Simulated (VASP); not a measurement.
# SnS3 (P4/mmm) in VASP: notebook

The runs below take SnS3 through single point, relaxation of cell and atoms, with PBE.

All numbers are computed with VASP 6.6.1; they aren't measurements. Logs are shortened: lines on timing, memory, paths and dates and some standing lists are left out, and cuts for length are marked.

## (1) The cell of the first run

It takes space group P4/mmm (No. 123, tetragonal). Conventional cell: a = 3.347 Å, b = 3.347 Å, c = 6.682 Å, α = 90.00°, β = 90.00°, γ = 90.00°. Sn (site symmetry 4/mmm) has 10 S at 2.91 to 3.34 Å and 4 Sn at 3.35 Å within 3.8 Å. S (site symmetry 4mm) has 10 S at 2.89 to 3.37 Å and 4 Sn at 2.91 Å within 3.8 Å. Within 3.8 Å of S (site symmetry 4/mmm) lie 12 S at 2.89 to 3.35 Å and 2 Sn at 3.34 Å.

The cell was generated, and may not be a known phase.

## (2) Single point, PBE

Contents of INCAR:

```
ALGO = Normal
EDIFF = 1E-6
ENCUT = 520
GGA = PE
ISIF = 2
ISMEAR = 0
LASPH = T
LCHARG = T
LELF = T
LREAL = F
LVHAR = T
LWAVE = F
NBANDS = 24
NELM = 80
PREC = Accurate
SIGMA = 0.1
```

Contents of KPOINTS:

```
k-points
0
Gamma
  6 6 4
```

Contents of POSCAR:

```
SnS3
1.0
    3.3467871185      0.0000000000      0.0000000000
    0.0000000000      3.3467871185      0.0000000000
    0.0000000000      0.0000000000      6.6823455360
Sn S
1 3
Direct
    0.0000000000      0.0000000000      0.0000000000
    0.5000000000      0.5000000000      0.2523929100
    0.5000000000      0.5000000000      0.7476070900
    0.0000000000      0.0000000000      0.5000000000
```

Potentials or basis: VASP PAW PBE potentials, release 64 (Sn_d, S).

Started as:

```
$ cat potpaw_PBE.64/Sn_d/POTCAR potpaw_PBE.64/S/POTCAR > POTCAR
$ mpirun -np 1 vasp_std > vasp.out
```

OUTCAR:

```text
EDIFF = 1E-6
   ENCUT = 520
   GGA = PE
   ISIF = 2
   ISMEAR = 0
   LASPH = T
   LREAL = F
   NELM = 80
   PREC = Accurate

 ion  position               nearest neighbor table
   1  0.000  0.000  0.000-   2 2.91   3 2.91   2 2.91   3 2.91   2 2.91   3 2.91   2 2.91   3 2.91

   2  0.500  0.500  0.252-   1 2.91   1 2.91   1 2.91   1 2.91
   3  0.500  0.500  0.748-   1 2.91   1 2.91   1 2.91   1 2.91
   4  0.000  0.000  0.500-

  LATTYP: Found a simple tetragonal cell.
 ALAT       =     3.3467871185
 C/A-ratio  =     1.9966449312

  Lattice vectors:

 A1 = (   3.3467871185,   0.0000000000,   0.0000000000)
 A2 = (   0.0000000000,   3.3467871185,   0.0000000000)
 A3 = (   0.0000000000,   0.0000000000,   6.6823455360)

Analysis of symmetry for initial positions (statically):
=====================================================================
 Subroutine PRICEL returns:
 Original cell was already a primitive cell.

 Routine SETGRP: Setting up the symmetry group for a
 simple tetragonal supercell.

 Subroutine GETGRP returns: Found 16 space group operations
 (whereof 16 operations were pure point group operations)
 out of a pool of 16 trial point group operations.

The static configuration has the point symmetry D_4h.

Analysis of symmetry for dynamics (positions and initial velocities):
=====================================================================
 Subroutine PRICEL returns:
 Original cell was already a primitive cell.

 Routine SETGRP: Setting up the symmetry group for a
 simple tetragonal supercell.

 Subroutine GETGRP returns: Found 16 space group operations
 (whereof 16 operations were pure point group operations)
 out of a pool of 16 trial point group operations.

The dynamic configuration has the point symmetry D_4h.

 Subroutine INISYM returns: Found 16 space group operations
 (whereof 16 operations are pure point group operations),
 and found     1 'primitive' translations

----------------------------------------------------------------------------------------

                                     Primitive cell

  volume of cell :      74.8488

  direct lattice vectors                    reciprocal lattice vectors
     3.346787118  0.000000000  0.000000000     0.298794027  0.000000000  0.000000000
     0.000000000  3.346787118  0.000000000     0.000000000  0.298794027  0.000000000
     0.000000000  0.000000000  6.682345536     0.000000000  0.000000000  0.149648053

  length of vectors
     3.346787118  3.346787118  6.682345536     0.298794027  0.298794027  0.149648053

  position of ions in fractional coordinates (direct lattice)
     0.000000000  0.000000000  0.000000000
     0.500000000  0.500000000  0.252392910
     0.500000000  0.500000000  0.747607090
     0.000000000  0.000000000  0.500000000

  ion indices of the primitive-cell ions
   primitive index   ion index
                 1           1
                 2           2
                 3           3
                 4           4

----------------------------------------------------------------------------------------

 KPOINTS: k-points

Automatic generation of k-mesh.
 Grid dimensions read from file:
 generate k-points for:    6    6    4

 Generating k-lattice:

  Cartesian coordinates                     Fractional coordinates (reciprocal lattice)
     0.049799004  0.000000000  0.000000000     0.166666667  0.000000000  0.000000000
     0.000000000  0.049799004  0.000000000     0.000000000  0.166666667  0.000000000
     0.000000000  0.000000000  0.037412013     0.000000000  0.000000000  0.250000000

  Length of vectors
     0.049799004  0.049799004  0.037412013

  Shift w.r.t. Gamma in fractional coordinates (k-lattice)
     0.000000000  0.000000000  0.000000000

 Subroutine IBZKPT returns following result:
 ===========================================

 Found     30 irreducible k-points:

 Following reciprocal coordinates:
            Coordinates               Weight
  0.000000  0.000000  0.000000      1.000000
  0.166667  0.000000  0.000000      4.000000
  0.333333  0.000000  0.000000      4.000000
  0.500000  0.000000  0.000000      2.000000
  0.166667  0.166667  0.000000      4.000000
  0.333333  0.166667  0.000000      8.000000
[... 16 lines left out ...]
  0.333333  0.000000  0.500000      4.000000
  0.500000  0.000000  0.500000      2.000000
 [... further k-points ...]
   k-points           NKPTS =     30   k-points in BZ     NKDIM =     30   number of bands    NBANDS=     24
   number of dos      NEDOS =    301   number of ions     NIONS =      4
   total plane-waves  NPLWV =  39200
   dimension x,y,z NGX =    28 NGY =   28 NGZ =   50
   dimension x,y,z NGXF=    56 NGYF=   56 NGZF=  100
   ions per type =               1   3
   NGX,Y,Z   is equivalent  to a cutoff of  13.91, 13.91, 12.44 a.u.
   NGXF,Y,Z  is equivalent  to a cutoff of  27.82, 27.82, 24.88 a.u.
 SYSTEM =  unknown system
   PREC   = accura    normal or accurate (medium, high low for compatibility)
   ISTART =      0    job   : 0-new  1-cont  2-samecut
   ICHARG =      2    charge: 1-file 2-atom 10-const
   ISPIN  =      1    spin polarized calculation?
   LNONCOLLINEAR =      F non collinear calculations
   LSORBIT =      F    spin-orbit coupling
   LASPH  =      T    aspherical Exc in radial PAW
   ENCUT  =  520.0 eV  38.22 Ry    6.18 a.u.   6.22  6.22 12.42*2*pi/ulx,y,z
   NELM   =     80;   NELMIN=  2; NELMDL= -5     # of ELM steps
   EDIFF  = 0.1E-05   stopping-criterion for ELM
   LREAL  =      F    real-space projection
   EDIFFG = 0.1E-04   stopping-criterion for IOM
   NSW    =      0    number of steps for IOM
   IBRION =     -1    ionic relax: 0-MD 1-quasi-New 2-CG
   NFREE  =      0    steps in history (QN), initial steepest desc. (CG)
   ISIF   =      2    stress and relaxation
   ISYM   =      2    0-nonsym 1-usesym 2-fastsym
   POTIM  = 0.5000    time-step for ionic-motion
   TEBEG  =    0.0;   TEEND  =   0.0 temperature during run
   PSTRESS=    0.0 pullay stress
   NELECT =      32.0000    total number of electrons
   NUPDOWN=      -1.0000    fix difference up-down
   EMIN   =  10.00;   EMAX   =-10.00  energy-range for DOS
   EFERMI =   0.00;   METHOD = LEGACY
   ISMEAR =     0;   SIGMA  =   0.10  broadening in eV -4-tet -1-fermi 0-gaus
   EFERMI_NEDOS =   21; number of points for ismear=-14 and -15
   IALGO  =     38    algorithm
   IMIX   =      4    mixing-type and parameters
     AMIX     =   0.40;   BMIX     =  1.00
     AMIX_MAG =   1.60;   BMIX_MAG =  1.00
  volume/ion in A,a.u.               =      18.71       126.28
  Fermi-wavevector in a.u.,A,eV,Ry     =   1.233284  2.330569 20.694320  1.520990
  Thomas-Fermi vector in A             =   2.368020
   LORBIT       =      0    0 simple, 1 ext, 2 COOP (PROOUT), +10 PAW based schemes
   GGA     = PE    functional components
   LHFCALC =     F    Hartree Fock is set to
   AEXX    =    0.0000 exact exchange contribution
   IVDW    =     0    specifies the selected vdW correction
   LEPSILON=     F    determine dielectric tensor
   LRPA    =     F    only Hartree local field effects (RPA)
 non-spin polarized calculation
 Gauss-broadening in eV      SIGMA  =   0.10
  energy-cutoff  :      520.00
  volume of cell :       74.85
 maximum number of plane-waves:      2044
 NGX is ok and might be reduce to    28
   NGX = 13   NGY = 13   NGZ = 25

 number of electron      32.0000007 magnetization

 Free energy of the ion-electron system (eV)
  ---------------------------------------------------
  ext. energy  EPLUGINS =         0.00000000
  ---------------------------------------------------
  free energy    TOTEN  =       -14.01909969 eV

  energy without entropy =      -14.00823493  energy(sigma->0) =      -14.01366731

 E-fermi :   7.3767     XC(G=0): -10.8286

 val. band max:        7.3054243484   @ k =   0.3333   0.1667   0.5000
 cond. band min:       7.3851506194   @ k =   0.3333   0.3333   0.5000
 fundamental gap:      0.0797262710
 Fermi energy:         7.3766534392

 k-point     1 :       0.0000    0.0000    0.0000
  band No.  band energies     occupation
      1     -14.2946      2.00000
      2     -14.2132      2.00000
      3     -14.1410      2.00000
      4     -14.1410      2.00000
      5     -14.1141      2.00000
      6      -7.8285      2.00000
[... 16 lines left out ...]
     23      13.6050      0.00000
     24      14.3480      0.00000

 k-point     2 :       0.1667    0.0000    0.0000
  band No.  band energies     occupation
      1     -14.2705      2.00000
      2     -14.1972      2.00000
      3     -14.1596      2.00000
      4     -14.1392      2.00000
      5     -14.1269      2.00000
      6      -7.5402      2.00000
[... 16 lines left out ...]
     23      13.9866      0.00000
     24      15.2754      0.00000

 k-point     3 :       0.3333    0.0000    0.0000
  band No.  band energies     occupation
      1     -14.2452      2.00000
      2     -14.1964      2.00000
      3     -14.1525      2.00000
      4     -14.1425      2.00000
      5     -14.1355      2.00000
      6      -6.7222      2.00000
[... 16 lines left out ...]
     23      15.5814      0.00000
     24      16.6124      0.00000

 k-point     4 :       0.5000    0.0000    0.0000
  band No.  band energies     occupation
      1     -14.2390      2.00000
      2     -14.2145      2.00000
      3     -14.1652      2.00000
      4     -14.1337      2.00000
      5     -14.1085      2.00000
      6      -5.7813      2.00000
[... 16 lines left out ...]
     23      14.7065      0.00000
     24      15.6133      0.00000

 k-point     5 :       0.1667    0.1667    0.0000
  band No.  band energies     occupation
      1     -14.2383      2.00000
      2     -14.1895      2.00000
      3     -14.1598      2.00000
      4     -14.1540      2.00000
      5     -14.1418      2.00000
      6      -7.2568      2.00000
[... 451 lines left out ...]
 k-point    22 :       0.1667    0.0000    0.5000
  band No.  band energies     occupation
      1     -14.2705      2.00000
      2     -14.1968      2.00000
      3     -14.1597      2.00000
      4     -14.1392      2.00000
      5     -14.1269      2.00000
      6      -7.1419      2.00000
[... 16 lines left out ...]
     23      14.5429      0.00000
     24      16.1479      0.00000

 k-point    23 :       0.3333    0.0000    0.5000
  band No.  band energies     occupation
      1     -14.2451      2.00000
      2     -14.1966      2.00000
      3     -14.1525      2.00000
      4     -14.1421      2.00000
      5     -14.1355      2.00000
      6      -6.3422      2.00000
[... 16 lines left out ...]
     23      15.6144      0.00000
     24      16.7770      0.00000

 k-point    24 :       0.5000    0.0000    0.5000
  band No.  band energies     occupation
      1     -14.2388      2.00000
      2     -14.2147      2.00000
      3     -14.1651      2.00000
      4     -14.1337      2.00000
      5     -14.1082      2.00000
      6      -5.4146      2.00000
[... 16 lines left out ...]
     23      15.7729      0.00000
     24      17.3505      0.00000

 [... further k-points ...]
[... 5 lines left out ...]
  --------------------------------------------------------------------------------------
  -------------------------------------------------------------------------------------
  Total       -0.0395420     -0.0395420     -0.0358316      0.0000000     -0.0000000      0.0000000
  in kB       -0.8464163     -0.8464163     -0.7669939      0.0000000     -0.0000000      0.0000000
  external PRESSURE =      -0.8199422 kB  Pullay stress =       0.0000000 kB

 VOLUME and BASIS-vectors are now :
 -----------------------------------------------------------------------------
  energy-cutoff  :      520.00
  volume of cell :       74.85
      direct lattice vectors                 reciprocal lattice vectors
     3.346787118  0.000000000  0.000000000     0.298794027  0.000000000  0.000000000
     0.000000000  3.346787118  0.000000000     0.000000000  0.298794027  0.000000000
     0.000000000  0.000000000  6.682345536     0.000000000  0.000000000  0.149648053

 POSITION                                       TOTAL-FORCE (eV/Angst)
 -----------------------------------------------------------------------------------
      0.00000      0.00000      0.00000        -0.000000     -0.000000      0.000000
      1.67339      1.67339      1.68658        -0.000000      0.000000      0.002699
      1.67339      1.67339      4.99577         0.000000      0.000000     -0.002699
      0.00000      0.00000      3.34117        -0.000000     -0.000000      0.000000
 -----------------------------------------------------------------------------------
    total drift:                               -0.000000      0.000000      0.000000

  FREE ENERGIE OF THE ION-ELECTRON SYSTEM (eV)
  ---------------------------------------------------
  free  energy   TOTEN  =       -14.0190996895 eV

  energy  without entropy=      -14.0082349307  energy(sigma->0) =      -14.01366731
```

Run time: 40 s. Hardware: 1 thread of Intel Xeon Platinum 8488C (Sapphire Rapids), shared host; peak memory 0.21 GiB.

Results:

* Free energy: -14.0191 eV
* Pressure: -0.1 GPa
* Band gap on the k mesh: zero (bands 16 and 17 overlap by 3.84 eV)

Forces on the atoms (eV/Å):
```
Sn   0.000  0.000  0.000
S    0.000  0.000  0.003
S    0.000  0.000 -0.003
S    0.000  0.000  0.000
```

Caveat: spin-orbit coupling is left out, which moves the levels of the heavy elements.

## (3) Single point, PBE

This run uses another cell than the first one, of 24.33 Å³/atom.

Contents of INCAR:

```
SYSTEM = SnS3
PREC = Accurate
ENCUT = 520
EDIFF = 1E-7
ISMEAR = 0
SIGMA = 0.1
LREAL = .FALSE.
LASPH = .TRUE.
NELM = 60
ALGO = Normal
ISIF = 2
LWAVE = .FALSE.
LCHARG = .FALSE.
GGA = PE
NBANDS = 24
```

Contents of KPOINTS:

```
regular mesh
0
G
  6 6 4
  0 0 0
```

Contents of POSCAR:

```
SnS3
1.0
    3.6937693400      0.0000000000      0.0000000000
    0.0000000000      3.6937693400      0.0000000000
    0.0000000000      0.0000000000      7.1332129000
Sn S
1 3
Direct
    0.0000000000      0.0000000000      0.0000000000
    0.5000000000      0.5000000000      0.2365449100
    0.5000000000      0.5000000000      0.7634550900
    0.0000000000      0.0000000000      0.5000000000
```

Potentials or basis: VASP PAW PBE potentials, release 64 (Sn_d, S).

Started as:

```
$ cat potpaw_PBE.64/Sn_d/POTCAR potpaw_PBE.64/S/POTCAR > POTCAR
$ mpirun -np 1 vasp_std > vasp.out
```

Wall time 56 s (1 thread of Intel Xeon Platinum 8488C (Sapphire Rapids), shared host); peak memory 0.22 GiB.

Results (log left out):

| Item | Value |
| --- | --- |
| Free energy | -13.1717 eV |
| Pressure | -9.3 GPa |
| Largest force | 0.196 eV/Å |
| Band gap on the k mesh | zero (bands 16 and 17 overlap by 2.27 eV) |

Forces in eV/Å, atoms in the order of the input:
```
Sn   0.000  0.000  0.000
S    0.000  0.000 -0.196
S    0.000  0.000  0.196
S    0.000  0.000  0.000
```

Stress tensor (GPa, compression positive):
```
-9.69  0.00  0.00
 0.00 -9.69  0.00
 0.00  0.00 -8.39
```

Levels at points of the mesh, in eV from the Fermi level:
| k point | band 12 | band 13 | band 14 | band 15 | band 16 | band 17 | band 18 | band 19 | band 20 | band 21 |
| --- | --- | --- | --- | --- | --- | --- | --- | --- | --- | --- |
| (0.00, 0.00, 0.00) | -1.92 | -0.81 | -0.57 | -0.57 | -0.55 | 0.24 | 0.24 | 3.87 | 5.21 | 5.21 |
| (0.50, 0.00, 0.00) | -1.00 | -0.70 | -0.29 | -0.28 | -0.22 | -0.20 | 0.20 | 2.95 | 4.25 | 4.60 |
| (0.50, 0.50, 0.00) | -2.46 | -2.29 | -2.29 | -1.79 | -1.53 | -1.53 | -0.01 | 3.07 | 3.21 | 3.21 |
| (0.00, 0.00, 0.50) | -1.51 | -1.49 | -1.39 | -1.39 | 0.74 | 0.74 | 0.86 | 2.52 | 5.13 | 5.13 |
| (0.50, 0.00, 0.50) | -2.96 | -1.90 | -0.58 | -0.41 | -0.21 | 0.67 | 0.93 | 2.56 | 4.10 | 4.16 |
| (0.50, 0.50, 0.50) | -3.50 | -3.50 | -1.77 | -1.00 | -0.92 | -0.22 | -0.22 | 1.65 | 2.38 | 2.38 |

Caveat: the cell stands under tension; spin-orbit coupling is left out, which moves the levels of the heavy elements.

(Part 1 of 2 ends here.)

The gap in the log of VASP goes by the Fermi energy; the results here count the filled bands.